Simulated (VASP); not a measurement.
# LiSi16 (a cell with a defect) in VASP: relaxation of the atoms with PBE

Aim: the relaxation of the atoms of LiSi16 (a cell with a defect) with PBE.

Everything below comes from runs of VASP 6.6.1. Logs are shortened: lines on timing, memory, paths and dates and some standing lists are left out, and cuts for length are marked.

## 1. The cell of the first run

The cell holds a defect, 17 atoms: a = 7.736 Å, b = 7.736 Å, c = 7.736 Å, α = 60.00°, β = 60.00°, γ = 60.00°.

## 2. Relaxation of the atoms, PBE, collinear spin (with an interstitial atom)

Contents of INCAR:

```
SYSTEM = LiSi16
ALGO = Normal
EDIFF = 1E-7
EDIFFG = -0.025
ENCUT = 520
GGA = PE
IBRION = 2
ISIF = 2
ISMEAR = 0
ISPIN = 2
KPAR = 2
LASPH = .True.
LCHARG = .False.
LORBIT = 11
LREAL = Auto
LWAVE = .False.
MAGMOM = 0.091 0.091 0.091 0 0.091 0 0 0 0.091 0 0.091 0.091 0.091 0.091 0 0.091 0.091
NELM = 150
NSW = 65
PREC = Accurate
SIGMA = 0.01
```

Contents of KPOINTS:

```
k-points
0
Gamma
  2 2 2
  0 0 0
```

Contents of POSCAR:

```
LiSi16
1.0
    0.0000000000      5.4700937642     -5.4700937642
    5.4700937642      5.4700937642      0.0000000000
    5.4700937642      0.0000000000     -5.4700937642
Si Li
16 1
Direct
    0.1468749439      0.1113860790      0.1199590053
    0.1287382931      0.6199429616      0.1301132759
    0.6033800819      0.1400625579      0.1414376633
    0.6250000000      0.6250000000      0.1250000000
    0.1173391558      0.1251864654      0.6300015900
    0.1250000000      0.6250000000      0.6250000000
    0.6250000000      0.1250000000      0.6250000000
    0.6250000000      0.6250000000      0.6250000000
    0.2511900532      0.7244754285      0.2559114424
    0.2500000000      0.2500000000      0.2500000000
    0.7612349139      0.7498710984      0.2487890731
    0.7595288368      0.2537410979      0.2349662597
    0.2498605999      0.7571677380      0.7443552287
    0.2534155718      0.2223069634      0.7650311670
    0.7500000000      0.7500000000      0.7500000000
    0.7299629689      0.2567081685      0.7553130819
    0.0015039186     -0.0019339936     -0.0038619325
```

Potentials or basis: VASP PAW PBE potentials, release 64 (Si, Li_sv).

Command:

```sh
> cat potpaw_PBE.64/Si/POTCAR potpaw_PBE.64/Li_sv/POTCAR > POTCAR
> mpirun -np 4 vasp_std > vasp.out
```

OUTCAR:

```text
SYSTEM = LiSi16
   EDIFF = 1E-7
   EDIFFG = -0.025
   ENCUT = 520
   GGA = PE
   IBRION = 2
   ISIF = 2
   ISMEAR = 0
   ISPIN = 2
   LASPH = .True.
   LORBIT = 11
   LREAL = Auto
   NELM = 150
   NSW = 65
   PREC = Accurate

 ion  position               nearest neighbor table
   1  0.147  0.111  0.120-  14 2.25  10 2.35  17 2.42  12 2.45   9 2.45
   2  0.129  0.620  0.130-   9 2.23  11 2.32  10 2.34  17 2.39  13 2.44
   3  0.603  0.140  0.141-  10 2.24  12 2.31  16 2.44  11 2.47  17 2.52
   4  0.625  0.625  0.125-  12 2.35   9 2.37  15 2.37  11 2.43
   5  0.117  0.125  0.630-  17 2.31  13 2.33  14 2.33  10 2.40  16 2.45
   6  0.125  0.625  0.625-   9 2.34  15 2.37  13 2.38  14 2.54
   7  0.625  0.125  0.625-  16 2.32  14 2.35  15 2.37  12 2.46
   8  0.625  0.625  0.625-  16 2.33  15 2.37  13 2.37  11 2.38
   9  0.251  0.724  0.256-   2 2.23   6 2.34   4 2.37   1 2.45  17 2.79
  10  0.250  0.250  0.250-   3 2.24   2 2.34   1 2.35   5 2.40
  11  0.761  0.750  0.249-   2 2.32   8 2.38   4 2.43   3 2.47  17 2.67
  12  0.760  0.254  0.235-   3 2.31   4 2.35   1 2.45   7 2.46  17 2.71
  13  0.250  0.757  0.744-   5 2.33   8 2.37   6 2.38   2 2.44  17 2.70
  14  0.253  0.222  0.765-   1 2.25   5 2.33   7 2.35   6 2.54  17 2.61
  15  0.750  0.750  0.750-   4 2.37   6 2.37   7 2.37   8 2.37
  16  0.730  0.257  0.755-   7 2.32   8 2.33   3 2.44   5 2.45  17 2.81
  17  0.002  0.998  0.996-   5 2.31   2 2.39   1 2.42   3 2.52  14 2.61  11 2.67  13 2.70  12 2.71
                             9 2.79  16 2.81

  LATTYP: Found a face centered cubic cell.
 ALAT       =    10.9401875284

  Lattice vectors:

 A1 = (   0.0000000000,   5.4700937642,  -5.4700937642)
 A2 = (   5.4700937642,   5.4700937642,   0.0000000000)
 A3 = (   5.4700937642,   0.0000000000,  -5.4700937642)

Analysis of symmetry for initial positions (statically):
=====================================================================
 Subroutine PRICEL returns:
 Original cell was already a primitive cell.

 Routine SETGRP: Setting up the symmetry group for a
 face centered cubic supercell.

 Subroutine GETGRP returns: Found  1 space group operations
 (whereof  1 operations were pure point group operations)
 out of a pool of 48 trial point group operations.

The static configuration has the point symmetry C_1 .

Analysis of symmetry for dynamics (positions and initial velocities):
=====================================================================
 Subroutine PRICEL returns:
 Original cell was already a primitive cell.

 Routine SETGRP: Setting up the symmetry group for a
 face centered cubic supercell.

 Subroutine GETGRP returns: Found  1 space group operations
 (whereof  1 operations were pure point group operations)
[... 167 lines left out ...]
   NGX = 29   NGY = 29   NGZ = 29

--------------------------------------- Ionic step        1  -------------------------------------------

 number of electron      67.0000001 magnetization       0.0000645

 number of electron      67.0000001 magnetization      -0.0000068

 Free energy of the ion-electron system (eV)
  ---------------------------------------------------
  ext. energy  EPLUGINS =         0.00000000
  ---------------------------------------------------
  free energy    TOTEN  =       -86.22757950 eV

  energy without entropy =      -86.22757950  energy(sigma->0) =      -86.22757950

------------------------ aborting loop because EDIFF is reached ----------------------------------------

  FORCE on cell =-STRESS in cart. coord.  units (eV):
  Direction    XX          YY          ZZ          XY          YZ          ZX
  --------------------------------------------------------------------------------------
  -------------------------------------------------------------------------------------
  Total        4.0280814      3.6473556      4.3924866      0.6562857     -2.4354270     -1.5280345
  in kB       19.7148969     17.8514864     21.4984286      3.2121011    -11.9198667     -7.4787571
  external PRESSURE =      19.6882706 kB  Pullay stress =       0.0000000 kB
[... 138 lines left out ...]
  FREE ENERGIE OF THE ION-ELECTRON SYSTEM (eV)
  ---------------------------------------------------
  free  energy   TOTEN  =       -86.8808033815 eV

  energy  without entropy=      -86.8808032990  energy(sigma->0) =      -86.88080334

[... ionic steps 4 to 14 ...]

--------------------------------------- Ionic step       15  -------------------------------------------

 number of electron      67.0000000 magnetization      -0.0000000

 number of electron      67.0000000 magnetization       0.0000000
[... 103 lines left out ...]
 number of electron      67.0000001 magnetization      -0.0000000

 number of electron      67.0000001 magnetization       0.0000000

 Free energy of the ion-electron system (eV)
  ---------------------------------------------------
  ext. energy  EPLUGINS =         0.00000000
  ---------------------------------------------------
  free energy    TOTEN  =       -86.97127946 eV

  energy without entropy =      -86.97127744  energy(sigma->0) =      -86.97127845

 E-fermi :   6.4800     XC(G=0):  -9.4436

 val. band max:        6.4543997762   @ k =   0.0000   0.0000   0.0000
 cond. band min:       6.5055730617   @ k =   0.0000   0.0000   0.0000
 fundamental gap:      0.0511732855
 Fermi energy:         6.4799864380

 spin component 1

 k-point     1 :       0.0000    0.0000    0.0000
  band No.  band energies     occupation
      1     -40.6832      1.00000
      2      -6.0549      1.00000
      3      -3.8714      1.00000
      4      -3.7990      1.00000
      5      -3.7940      1.00000
      6      -3.7494      1.00000
[... 365 lines left out ...]
     43       9.9482      0.00000
     44      10.0202      0.00000
 Fermi energy:         6.4799864380

 spin component 2

 k-point     1 :       0.0000    0.0000    0.0000
  band No.  band energies     occupation
      1     -40.6832      1.00000
      2      -6.0549      1.00000
      3      -3.8714      1.00000
      4      -3.7990      1.00000
      5      -3.7940      1.00000
      6      -3.7494      1.00000
[... 409 lines left out ...]
  FREE ENERGIE OF THE ION-ELECTRON SYSTEM (eV)
  ---------------------------------------------------
  free  energy   TOTEN  =       -86.9712794587 eV

  energy  without entropy=      -86.9712774351  energy(sigma->0) =      -86.97127845

 reached required accuracy - stopping structural energy minimisation

 total charge

# of ion       s       p       d       tot
------------------------------------------
    1        0.745   0.949   0.000   1.694
    2        0.745   0.949   0.000   1.694
    3        0.745   0.948   0.000   1.693
    4        0.742   0.939   0.000   1.681
    5        0.745   0.949   0.000   1.694
    6        0.742   0.939   0.000   1.681
[... 9 lines left out ...]
   16        0.734   0.936   0.000   1.671
   17        2.026   0.084   0.000   2.110
--------------------------------------------------
tot         13.864  15.150   0.000  29.014

 magnetization (x)

# of ion       s       p       d       tot
------------------------------------------
    1       -0.000  -0.000   0.000  -0.000
    2        0.000   0.000   0.000   0.000
    3        0.000   0.000   0.000   0.000
    4       -0.000  -0.000   0.000  -0.000
    5       -0.000   0.000   0.000   0.000
    6       -0.000  -0.000   0.000  -0.000
[... 9 lines left out ...]
   16        0.000  -0.000   0.000   0.000
   17       -0.000  -0.000   0.000  -0.000
--------------------------------------------------
tot         -0.000  -0.000   0.000  -0.000
```

OSZICAR:

```text
N       E                     dE             d eps       ncg     rms          rms(c)
DAV:   1     0.191834481747E+03    0.19183E+03   -0.24835E+04  1408   0.127E+03
DAV:   2    -0.694197036001E+02   -0.26125E+03   -0.25031E+03  1724   0.198E+02
DAV:   3    -0.872576499979E+02   -0.17838E+02   -0.17514E+02  2056   0.447E+01
[... 147 lines left out ...]
DAV:   2    -0.869712821907E+02   -0.74450E-04   -0.78857E-04  1720   0.109E-01    0.186E-02
DAV:   3    -0.869712800347E+02    0.21560E-05   -0.28055E-05  2112   0.220E-02    0.111E-02
DAV:   4    -0.869712793519E+02    0.68280E-06   -0.65226E-06  1712   0.942E-03    0.284E-03
DAV:   5    -0.869712794586E+02   -0.10666E-06   -0.92482E-07  1600   0.365E-03    0.196E-03
DAV:   6    -0.869712794587E+02   -0.11642E-09   -0.37856E-08   896   0.841E-04
  17 F= -.86971279E+02 E0= -.86971278E+02  d E =-.320614E-03  mag=    -0.0000
```

CONTCAR:

```text
LiSi16
   1.00000000000000
     0.0000000000000000    5.4700937641999996   -5.4700937641999996
     5.4700937641999996    5.4700937641999996    0.0000000000000000
     5.4700937641999996    0.0000000000000000   -5.4700937641999996
  Si              Li
    16     1
Direct
     0.1276323596289625    0.1237138255300658    0.1306999445522906
     0.1291111421704266    0.6142546694805954    0.1289332002137211
     0.6162451087386271    0.1284619926871950    0.1278782471483866
     0.6270755783007479    0.6227271803830458    0.1230264537447234
     0.1262447544923724    0.1240040909655056    0.6187044579232334
     0.1228525233875182    0.6237127260360669    0.6257865280237696
[... 9 lines left out ...]
     0.7475960577159269    0.2507524564891570    0.7494238943509186
     0.0001696396521584    0.9973291652539266    0.0009346130869816

  0.00000000E+00  0.00000000E+00  0.00000000E+00
  0.00000000E+00  0.00000000E+00  0.00000000E+00
  0.00000000E+00  0.00000000E+00  0.00000000E+00
  0.00000000E+00  0.00000000E+00  0.00000000E+00
  0.00000000E+00  0.00000000E+00  0.00000000E+00
  0.00000000E+00  0.00000000E+00  0.00000000E+00
[... 9 lines left out ...]
  0.00000000E+00  0.00000000E+00  0.00000000E+00
  0.00000000E+00  0.00000000E+00  0.00000000E+00
```

It took 11 min on 4 MPI ranks of Intel Xeon 6975P-C (Granite Rapids), shared host; peak memory 0.46 GiB.

Results:

- Free energy: -86.9713 eV
- Energy gained by relaxing: 43.7 meV/atom
- Ionic steps: 17
- Largest force after relaxing: 0.024 eV/Å
- Net moment: 0.00 μB per cell
- Valence electrons inside the program's atomic spheres: Si 1.69, 1.68, 1.67 (each value once); Li 2.11

Forces on the atoms (eV/Å):
```
Si   0.004 -0.002 -0.002
Si  -0.013  0.011  0.007
Si  -0.006  0.002 -0.009
Si   0.007 -0.004  0.006
Si  -0.003  0.012  0.007
Si   0.016 -0.003 -0.011
Si  -0.001  0.001  0.007
Si  -0.011 -0.014 -0.015
Si   0.014 -0.010  0.002
Si  -0.014  0.006 -0.001
Si  -0.012  0.000 -0.004
Si   0.006  0.005  0.007
Si   0.005  0.013 -0.004
Si  -0.005 -0.010  0.007
Si  -0.001 -0.002  0.006
Si  -0.007  0.001  0.000
Li   0.020 -0.006 -0.004
```

The path:
```csv
step,energy change (eV),largest force (eV/Å),pressure (GPa)
1,0.0000,2.3080,1.97
2,-0.6532,0.5371,1.28
3,-0.6532,0.5462,1.28
4,-0.6987,0.2155,1.27
5,-0.6992,0.2036,1.27
6,-0.7091,0.1373,1.29
7,-0.7159,0.2140,1.32
8,-0.7230,0.1793,1.32
9,-0.7350,0.1157,1.34
10,-0.7360,0.1153,1.35
11,-0.7395,0.0796,1.35
12,-0.7398,0.0748,1.35
13,-0.7411,0.0658,1.35
14,-0.7418,0.0652,1.35
15,-0.7428,0.0474,1.35
16,-0.7434,0.0391,1.35
17,-0.7437,0.0238,1.35
```

Final structure:
```xyz
17
Lattice="0.0000 5.4701 -5.4701 5.4701 5.4701 0.0000 5.4701 0.0000 -5.4701" Properties=species:S:1:pos:R:3 pbc="T T T"
Si    1.3917    1.3749   -1.4131
Si    4.0653    4.0663   -1.4115
Si    1.4022    4.0736   -4.0704
Si    4.0793    6.8365   -4.1031
Si    4.0627    1.3689   -4.0749
Si    6.8349    4.0838   -4.0951
Si    4.0846    4.0852   -6.8635
Si    6.8520    6.8350   -6.8537
Si    5.4554    5.4623   -2.7657
Si    2.7327    2.7179   -2.7426
Si    5.4712    8.1812   -5.4744
Si    2.7478    5.4579   -5.4830
Si    8.1783    5.4495   -5.4761
Si    5.4600    2.7364   -5.4800
Si    8.1974    8.1963   -8.2161
Si    5.4711    5.4611   -8.1888
Li    5.4606    5.4564   -0.0060
```

Levels at points of the mesh, in eV from the Fermi level:
Spin up:
```tsv
k point	band 30	band 31	band 32	band 33	band 34	band 35	band 36	band 37
(0.00, 0.00, 0.00)	-1.79	-0.71	-0.71	-0.71	-0.07	-0.07	-0.07	-0.03
(0.50, 0.00, 0.00)	-1.51	-1.50	-1.43	-1.43	0.49	0.67	0.69	0.85
(0.00, 0.50, 0.00)	-1.51	-1.50	-1.43	-1.43	0.49	0.66	0.70	0.86
(0.00, 0.00, 0.50)	-1.51	-1.50	-1.43	-1.43	0.49	0.67	0.69	0.86
(0.50, 0.50, 0.50)	-1.51	-1.50	-1.43	-1.43	0.49	0.67	0.69	0.86
(0.50, 0.50, 0.00)	-2.04	-2.04	-2.00	-1.99	0.35	0.42	1.45	1.56
(0.00, 0.50, 0.50)	-2.08	-2.06	-1.98	-1.94	0.36	0.40	1.44	1.57
(0.50, 0.00, 0.50)	-2.08	-2.06	-1.97	-1.94	0.36	0.40	1.44	1.58
```
Spin down:
```csv
k point,band 31,band 32,band 33,band 34,band 35,band 36
"(0.00, 0.00, 0.00)",-0.71,-0.71,-0.71,-0.07,-0.07,-0.07
"(0.50, 0.00, 0.00)",-1.50,-1.43,-1.43,0.49,0.67,0.69
"(0.00, 0.50, 0.00)",-1.50,-1.43,-1.43,0.49,0.66,0.70
"(0.00, 0.00, 0.50)",-1.50,-1.43,-1.43,0.49,0.67,0.69
"(0.50, 0.50, 0.50)",-1.50,-1.43,-1.43,0.49,0.67,0.69
"(0.50, 0.50, 0.00)",-2.04,-2.00,-1.99,0.35,0.42,1.45
"(0.00, 0.50, 0.50)",-2.06,-1.98,-1.94,0.36,0.40,1.44
"(0.50, 0.00, 0.50)",-2.06,-1.97,-1.94,0.36,0.40,1.44
```

Caveat: the k points lie up to 0.50 Å⁻¹ apart; the cell differs from its parent crystal (with an interstitial atom); the cutoff is under 1.25 times the usual one of these potentials, so pressure, stress and relaxed cells hold a basis-set (Pulay) error.
